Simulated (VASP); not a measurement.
Here is a VASP 6.6.1 calculation.

INCAR

```
SYSTEM = TiO2
  PREC = Accurate
  ENCUT = 520
  EDIFF = 1E-8
  ISMEAR = -1
  SIGMA = 0.08
  LREAL = .FALSE.
  LASPH = .TRUE.
  NELM = 100
  ALGO = Normal
  ISIF = 2
  LWAVE = .FALSE.
  LCHARG = .FALSE.
  GGA = PE
  LEFG = .TRUE.
  NBANDS = 33
```

KPOINTS

```
Automatic mesh
0
G
  13 13 13
  0 0 0
```

Contents of POSCAR:

```
TiO2
1.0
   -1.9303500000      1.9303500000      4.7570000000
    1.9303500000     -1.9303500000      4.7570000000
    1.9303500000      1.9303500000     -4.7570000000
Ti O
2 4
Direct
    0.0000000000      0.0000000000      0.0000000000
    0.7500000000      0.2500000000      0.5000000000
    0.2066000000      0.2066000000      0.0000000000
    0.9566000000      0.4566000000      0.5000000000
    0.5434000000      0.0434000000      0.5000000000
    0.7934000000      0.7934000000      0.0000000000
```

Potentials or basis: VASP PAW PBE potentials, release 64 (Ti_sv, O).

Run with:

```sh
$ cat potpaw_PBE.64/Ti_sv/POTCAR potpaw_PBE.64/O/POTCAR > POTCAR
$ mpirun -np 1 vasp_std > vasp.out
```

Predict the largest force.

0.346 eV/Å.

Estimate the pressure.

-1.4 GPa.

Predict the band gap on the k mesh.

2.05 eV, indirect (least direct gap 2.33 eV).

Forces on the atoms (eV/Å):
```
Ti   0.000  0.000  0.000
Ti   0.000  0.000  0.000
O    0.000  0.000  0.346
O    0.000  0.000  0.346
O    0.000  0.000 -0.346
O    0.000  0.000 -0.346
```

Caveat: the cell differs from its parent crystal (equal xx and yy strain of +2 %); without QUAD_EFG the Cq values of the log hold for a quadrupole moment of 1 mb, not for the nuclei. A k mesh can miss the band edges.
